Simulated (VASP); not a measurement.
# Hf (I4_1/amd) in VASP: further runs

The runs below take Hf through single point, relaxation of cell and atoms, with PBE.

Program: VASP 6.6.1. These are calculated values, not measurements. Logs are shortened: lines on timing, memory, paths and dates and some standing lists are left out, and cuts for length are marked.

## 1. The cell of the first run

Symmetry: I4_1/amd, No. 141, tetragonal system. Conventional cell: a = 5.346 Å, b = 5.346 Å, c = 2.913 Å, α = 90.00°, β = 90.00°, γ = 90.00°. Hf (site symmetry -4m2) has 10 Hf at 2.77 to 3.45 Å within 3.7 Å.

## 2. Single point, PBE

File INCAR:

```
SYSTEM = Hf
PREC = Accurate
ENCUT = 520
EDIFF = 1E-7
ISMEAR = -1
SIGMA = 0.08
LREAL = .FALSE.
LASPH = .TRUE.
NELM = 100
ALGO = Normal
ISIF = 2
LWAVE = .FALSE.
LCHARG = .TRUE.
GGA = PE
LELF = .TRUE.
LVHAR = .TRUE.
NBANDS = 17
```

File KPOINTS:

```
Automatic mesh
0
G
  15 15 15
  0 0 0
```

File POSCAR:

```
Hf
1.0
   -2.6730391974      2.6730391974      1.4564169320
    2.6730391974     -2.6730391974      1.4564169320
    2.6730391974      2.6730391974     -1.4564169320
Hf
2
Direct
   -0.3750000000     -0.1250000000     -0.2500000000
    0.3750000000      0.1250000000      0.2500000000
```

Potentials or basis: VASP PAW PBE potentials, release 64 (Hf_pv).

Run with:

```sh
$ cat potpaw_PBE.64/Hf_pv/POTCAR > POTCAR
$ mpirun -np 1 vasp_std > vasp.out
```

OUTCAR:

```text
SYSTEM = Hf
   PREC = Accurate
   ENCUT = 520
   EDIFF = 1E-7
   ISMEAR = -1
   LREAL = .FALSE.
   LASPH = .TRUE.
   NELM = 100
   ISIF = 2
   GGA = PE

 ion  position               nearest neighbor table
   1  0.625  0.875  0.750-   2 2.77   2 2.77   2 2.77   2 2.77   2 3.45   2 3.45   2 3.45   2 3.45

   2  0.375  0.125  0.250-   1 2.77   1 2.77   1 2.77   1 2.77   1 3.45   1 3.45   1 3.45   1 3.45

  LATTYP: Found a body centered tetragonal cell.
 ALAT       =     5.3460783948
 C/A-ratio  =     0.5448543117

  Lattice vectors:

 A1 = (  -2.6730391974,   2.6730391974,   1.4564169320)
 A2 = (   2.6730391974,  -2.6730391974,   1.4564169320)
 A3 = (   2.6730391974,   2.6730391974,  -1.4564169320)

Analysis of symmetry for initial positions (statically):
=====================================================================
 Subroutine PRICEL returns:
 Original cell was already a primitive cell.

 Routine SETGRP: Setting up the symmetry group for a
 body centered tetragonal supercell.

 Subroutine GETGRP returns: Found 16 space group operations
 (whereof  4 operations were pure point group operations)
 out of a pool of 16 trial point group operations.

The static configuration has the point symmetry C_2h.
 The point group associated with its full space group is D_4h.

Analysis of symmetry for dynamics (positions and initial velocities):
=====================================================================
 Subroutine PRICEL returns:
 Original cell was already a primitive cell.

 Routine SETGRP: Setting up the symmetry group for a
 body centered tetragonal supercell.

 Subroutine GETGRP returns: Found 16 space group operations
 (whereof  4 operations were pure point group operations)
 out of a pool of 16 trial point group operations.

The dynamic configuration has the point symmetry C_2h.
 The point group associated with its full space group is D_4h.

 Subroutine INISYM returns: Found 16 space group operations
 (whereof  4 operations are pure point group operations),
 and found     1 'primitive' translations

----------------------------------------------------------------------------------------

                                     Primitive cell

  volume of cell :      41.6252

  direct lattice vectors                    reciprocal lattice vectors
    -2.673039197  2.673039197  1.456416932     0.000000000  0.187053000  0.343308286
     2.673039197 -2.673039197  1.456416932     0.187053000  0.000000000  0.343308286
     2.673039197  2.673039197 -1.456416932     0.187053000  0.187053000  0.000000000

  length of vectors
     4.051101996  4.051101996  4.051101996     0.390959593  0.390959593  0.264532889

  position of ions in fractional coordinates (direct lattice)
     0.625000000  0.875000000  0.750000000
     0.375000000  0.125000000  0.250000000

  ion indices of the primitive-cell ions
   primitive index   ion index
                 1           1
                 2           2

----------------------------------------------------------------------------------------

 KPOINTS: Automatic mesh

Automatic generation of k-mesh.
 Grid dimensions read from file:
 generate k-points for:   15   15   15

 Generating k-lattice:

  Cartesian coordinates                     Fractional coordinates (reciprocal lattice)
     0.000000000  0.012470200  0.022887219     0.066666667  0.000000000  0.000000000
     0.012470200  0.000000000  0.022887219     0.000000000  0.066666667  0.000000000
     0.012470200  0.012470200  0.000000000     0.000000000  0.000000000  0.066666667

  Length of vectors
     0.026063973  0.026063973  0.017635526

  Shift w.r.t. Gamma in fractional coordinates (k-lattice)
     0.000000000  0.000000000  0.000000000

 Subroutine IBZKPT returns following result:
 ===========================================

 Found    288 irreducible k-points:

 Following reciprocal coordinates:
            Coordinates               Weight
  0.000000  0.000000  0.000000      1.000000
  0.066667  0.000000  0.000000      8.000000
  0.133333  0.000000 -0.000000      8.000000
  0.200000  0.000000 -0.000000      8.000000
  0.266667  0.000000 -0.000000      8.000000
  0.333333  0.000000  0.000000      8.000000
[... 16 lines left out ...]
  0.133333  0.133333  0.000000      8.000000
  0.200000  0.133333 -0.000000     16.000000
 [... further k-points ...]
   k-points           NKPTS =    288   k-points in BZ     NKDIM =    288   number of bands    NBANDS=     17
   number of dos      NEDOS =    301   number of ions     NIONS =      2
   total plane-waves  NPLWV =  27000
   dimension x,y,z NGX =    30 NGY =   30 NGZ =   30
   dimension x,y,z NGXF=    60 NGYF=   60 NGZF=   60
   ions per type =               2
   NGX,Y,Z   is equivalent  to a cutoff of  12.31, 12.31, 12.31 a.u.
   NGXF,Y,Z  is equivalent  to a cutoff of  24.62, 24.62, 24.62 a.u.
 SYSTEM =  Hf
   PREC   = accura    normal or accurate (medium, high low for compatibility)
   ISTART =      0    job   : 0-new  1-cont  2-samecut
   ICHARG =      2    charge: 1-file 2-atom 10-const
   ISPIN  =      1    spin polarized calculation?
   LNONCOLLINEAR =      F non collinear calculations
   LSORBIT =      F    spin-orbit coupling
   LASPH  =      T    aspherical Exc in radial PAW
   ENCUT  =  520.0 eV  38.22 Ry    6.18 a.u.   7.53  7.53  7.53*2*pi/ulx,y,z
   NELM   =    100;   NELMIN=  2; NELMDL= -5     # of ELM steps
   EDIFF  = 0.1E-06   stopping-criterion for ELM
   LREAL  =      F    real-space projection
   EDIFFG = 0.1E-05   stopping-criterion for IOM
   NSW    =      0    number of steps for IOM
   IBRION =     -1    ionic relax: 0-MD 1-quasi-New 2-CG
   NFREE  =      0    steps in history (QN), initial steepest desc. (CG)
   ISIF   =      2    stress and relaxation
   ISYM   =      2    0-nonsym 1-usesym 2-fastsym
   POTIM  = 0.5000    time-step for ionic-motion
   TEBEG  =    0.0;   TEEND  =   0.0 temperature during run
   PSTRESS=    0.0 pullay stress
   NELECT =      20.0000    total number of electrons
   NUPDOWN=      -1.0000    fix difference up-down
   EMIN   =  10.00;   EMAX   =-10.00  energy-range for DOS
   EFERMI =   0.00;   METHOD = LEGACY
   ISMEAR =    -1;   SIGMA  =   0.08  broadening in eV -4-tet -1-fermi 0-gaus
   EFERMI_NEDOS =   21; number of points for ismear=-14 and -15
   IALGO  =     38    algorithm
   IMIX   =      4    mixing-type and parameters
     AMIX     =   0.40;   BMIX     =  1.00
     AMIX_MAG =   1.60;   BMIX_MAG =  1.00
  volume/ion in A,a.u.               =      20.81       140.45
  Fermi-wavevector in a.u.,A,eV,Ry     =   1.282230  2.423064 22.369537  1.644115
  Thomas-Fermi vector in A             =   2.414554
   LORBIT       =      0    0 simple, 1 ext, 2 COOP (PROOUT), +10 PAW based schemes
   GGA     = PE    functional components
   LHFCALC =     F    Hartree Fock is set to
   AEXX    =    0.0000 exact exchange contribution
   IVDW    =     0    specifies the selected vdW correction
   LEPSILON=     F    determine dielectric tensor
   LRPA    =     F    only Hartree local field effects (RPA)
 non-spin polarized calculation
  energy-cutoff  :      520.00
  volume of cell :       41.63
 maximum number of plane-waves:      1138
 NGX is ok and might be reduce to    30
   NGX = 15   NGY = 15   NGZ = 15

 number of electron      19.9999999 magnetization

 Free energy of the ion-electron system (eV)
  ---------------------------------------------------
  ext. energy  EPLUGINS =         0.00000000
  ---------------------------------------------------
  free energy    TOTEN  =       -18.39413107 eV

  energy without entropy =      -18.34506926  energy(sigma->0) =      -18.36960017

 E-fermi :   4.9594     XC(G=0): -11.5716

 val. band max:        4.9563865626   @ k =  -0.1333   0.1333   0.1333
 cond. band min:       4.9618679050   @ k =  -0.3333   0.2000  -0.0000
 fundamental gap:      0.0054813423
 Fermi energy:         4.9593617435

 k-point     1 :       0.0000    0.0000    0.0000
  band No.  band energies     occupation
      1     -25.7452      2.00000
      2     -25.7452      2.00000
      3     -24.5744      2.00000
      4     -24.5584      2.00000
      5     -24.5584      2.00000
      6     -24.5573      2.00000
[... 9 lines left out ...]
     16      11.2903      0.00000
     17      11.2903      0.00000

 k-point     2 :       0.0667    0.0000    0.0000
  band No.  band energies     occupation
      1     -25.7415      2.00000
      2     -25.7266      2.00000
      3     -24.6325      2.00000
      4     -24.6026      2.00000
      5     -24.5554      2.00000
      6     -24.5536      2.00000
[... 9 lines left out ...]
     16      11.5691      0.00000
     17      11.7686      0.00000

 k-point     3 :       0.1333    0.0000   -0.0000
  band No.  band energies     occupation
      1     -25.7311      2.00000
      2     -25.6743      2.00000
      3     -24.7614      2.00000
      4     -24.7226      2.00000
      5     -24.5792      2.00000
      6     -24.5471      2.00000
[... 9 lines left out ...]
     16      12.3386      0.00000
     17      12.4173      0.00000

 k-point     4 :       0.2000    0.0000   -0.0000
  band No.  band energies     occupation
      1     -25.7155      2.00000
      2     -25.6004      2.00000
      3     -24.9463      2.00000
      4     -24.8800      2.00000
      5     -24.6287      2.00000
      6     -24.5348      2.00000
[... 9 lines left out ...]
     16      11.9344      0.00000
     17      12.8573      0.00000
[... 343 lines left out ...]
      1     -25.7354      2.00000
      2     -25.7346      2.00000
      3     -24.6200      2.00000
      4     -24.5752      2.00000
      5     -24.5560      2.00000
      6     -24.5266      2.00000
[... 9 lines left out ...]
     16      10.9495      0.00000
     17      11.0770      0.00000

 k-point    23 :       0.1333    0.1333    0.0000
  band No.  band energies     occupation
      1     -25.6467      2.00000
      2     -25.6344      2.00000
      3     -25.1047      2.00000
      4     -25.0698      2.00000
      5     -24.5877      2.00000
      6     -24.5634      2.00000
[... 9 lines left out ...]
     16      11.8037      0.00000
     17      13.1164      0.00000

 k-point    24 :       0.2000    0.1333   -0.0000
  band No.  band energies     occupation
      1     -25.6448      2.00000
      2     -25.5887      2.00000
      3     -25.2659      2.00000
      4     -25.2224      2.00000
      5     -24.6199      2.00000
      6     -24.5579      2.00000
[... 9 lines left out ...]
     16      11.2849      0.00000
     17      13.0579      0.00000

 [... further k-points ...]

------------------------ aborting loop because EDIFF is reached ----------------------------------------

  FORCE on cell =-STRESS in cart. coord.  units (eV):
  Direction    XX          YY          ZZ          XY          YZ          ZX
  --------------------------------------------------------------------------------------
  -------------------------------------------------------------------------------------
  Total        2.9976043      2.9976043      3.0109049      0.0000000     -0.0000000      0.0000000
  in kB      115.3794662    115.3794662    115.8914114      0.0000000     -0.0000000      0.0000000
  external PRESSURE =     115.5501146 kB  Pullay stress =       0.0000000 kB

 VOLUME and BASIS-vectors are now :
 -----------------------------------------------------------------------------
  energy-cutoff  :      520.00
  volume of cell :       41.63
      direct lattice vectors                 reciprocal lattice vectors
    -2.673039197  2.673039197  1.456416932     0.000000000  0.187053000  0.343308286
     2.673039197 -2.673039197  1.456416932     0.187053000  0.000000000  0.343308286
     2.673039197  2.673039197 -1.456416932     0.187053000  0.187053000  0.000000000

 POSITION                                       TOTAL-FORCE (eV/Angst)
 -----------------------------------------------------------------------------------
      2.67304      1.33652      1.09231        -0.000000     -0.000000     -0.000000
     -0.00000      1.33652      0.36410         0.000000      0.000000      0.000000
 -----------------------------------------------------------------------------------
    total drift:                                0.000000     -0.000000      0.000000

  FREE ENERGIE OF THE ION-ELECTRON SYSTEM (eV)
  ---------------------------------------------------
  free  energy   TOTEN  =       -18.3941310715 eV

  energy  without entropy=      -18.3450692644  energy(sigma->0) =      -18.36960017
```

Run time: 1.9 min. Hardware: 1 thread of AMD EPYC 9R45 (Zen 5), shared host; peak memory 0.27 GiB.

Results:

```
Free energy            : -18.3941 eV
Pressure               : 11.6 GPa
Band gap on the k mesh : zero (bands 10 and 11 overlap by 0.81 eV)
```

Levels at points of the mesh, in eV from the Fermi level:
| k point | band 7 | band 8 | band 9 | band 10 | band 11 | band 12 | band 13 | band 14 |
| --- | --- | --- | --- | --- | --- | --- | --- | --- |
| (0.00, 0.00, 0.00) | -7.03 | -3.41 | -1.18 | -1.06 | 0.23 | 4.15 | 4.15 | 4.29 |

Caveat: the cell stands under pressure; spin-orbit coupling is left out, which moves the levels of the heavy elements.

## 3. Relaxation of cell and atoms, PBE, target pressure 12 GPa, at which the enthalpy is minimised

File INCAR:

```
PREC = Accurate
ENCUT = 600
EDIFF = 1E-6
ISMEAR = -1
SIGMA = 0.08
LREAL = F
LASPH = T
NELM = 80
ALGO = Normal
ISIF = 3
LWAVE = F
LCHARG = F
GGA = PE
IBRION = 2
NSW = 32
EDIFFG = -0.005
PSTRESS = 120.0
```

File KPOINTS:

```
Automatic mesh
0
Gamma
  15 15 15
```

POSCAR is that of step 2.

Potentials or basis: VASP PAW PBE potentials, release 64 (Hf_pv).

Run with:

```sh
$ cat potpaw_PBE.64/Hf_pv/POTCAR > POTCAR
$ mpirun -np 1 vasp_std > vasp.out
```

It took 5.2 min on 1 thread of AMD EPYC 9R45 (Zen 5), shared host; peak memory 0.29 GiB.

Results (log left out):

* Free energy: -18.3840 eV
* Relaxed volume: 20.74 Å³/atom
* Relaxed cell: a = 4.046 Å, b = 4.046 Å, c = 4.046 Å, α = 97.43°, β = 97.43°, γ = 137.84°
* Space group after relaxing (to 0.1 Å): I4_1/amd (No. 141)
* Energy change on relaxing (the run minimises the enthalpy): +5.3 meV/atom
* Ionic steps: 8
* Pressure after relaxing: 12.0 GPa
* Band gap on the k mesh: zero (bands 10 and 11 overlap by 0.81 eV)

The path:
| step | energy change (eV) | largest force (eV/Å) | pressure (GPa) | volume (Å³) |
| --- | --- | --- | --- | --- |
| 1 | 0.0000 | 0.0000 | 11.55 | 41.63 |
| 2 | 0.0267 | 0.0000 | 12.65 | 41.27 |
| 3 | 0.0108 | 0.0000 | 12.00 | 41.48 |
| 4 | 0.0106 | 0.0000 | 12.02 | 41.48 |
| 5 | 0.0052 | 0.0000 | 11.77 | 41.55 |
| 6 | 0.0101 | 0.0000 | 11.97 | 41.49 |
| 7 | 0.0103 | 0.0000 | 11.95 | 41.48 |
| 8 | 0.0107 | 0.0000 | 11.99 | 41.48 |

Final structure:
```cif
data_structure
_symmetry_space_group_name_H-M 'P 1'
_symmetry_Int_Tables_number 1
_cell_length_a 4.0460
_cell_length_b 4.0460
_cell_length_c 4.0460
_cell_angle_alpha 97.432
_cell_angle_beta 97.432
_cell_angle_gamma 137.841
_cell_volume 41.48
loop_
_atom_site_label
_atom_site_type_symbol
_atom_site_fract_x
_atom_site_fract_y
_atom_site_fract_z
_atom_site_occupancy
Hf1 Hf 0.62500 0.87500 0.75000 1
Hf2 Hf 0.37500 0.12500 0.25000 1
```

Levels at points of the mesh, in eV from the Fermi level:
```
           k point  band 7  band 8  band 9  band 10  band 11  band 12  band 13  band 14
(0.00, 0.00, 0.00)   -7.04   -3.43   -1.19    -1.06     0.23     4.15     4.15     4.29
```

Caveat: the cell is relaxed towards a set pressure, so the run minimises the enthalpy, not the energy; spin-orbit coupling is left out, which moves the levels of the heavy elements.
